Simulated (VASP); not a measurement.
Ir, 2 atoms in the cell. The typed cell holds 2 atoms: a = 2.751 Å, b = 2.757 Å, c = 4.462 Å, α = 90.00°, β = 90.00°, γ = 120.21°. This isn't the form of Ir at room conditions, which is fcc.

| Property | Result |
| --- | --- |
| Program | VASP 6.6.1 |
| Task | single point |
| Functional | LDA |
| Potentials or basis | VASP PAW LDA potentials, release 64 (Ir) |
| Cutoff | 520 eV |
| k mesh | 14 × 14 × 8 |
| Occupations | methfessel-paxton, width 0.1 eV |
| Spin | no spin polarisation |
| Dipole correction | no |
| Further INCAR settings | ALGO = Normal; EDIFF = 1e-07; NBANDS = 16 |

Potentials or basis: VASP PAW LDA potentials, release 64 (Ir).

Run with:

```bash
$ cat potpaw_LDA.64/Ir/POTCAR > POTCAR
$ mpirun -np 1 vasp_std > vasp.out
```

Hardware: 1 thread of Intel Xeon 8259CL, on a shared host.

Question: Estimate the wall time of this run.

Answer: Run time: 5.2 min on 1 thread of Intel Xeon 8259CL, with other jobs on the host, peak memory 0.3 GiB. Counts: scf iterations 12, k points 500.
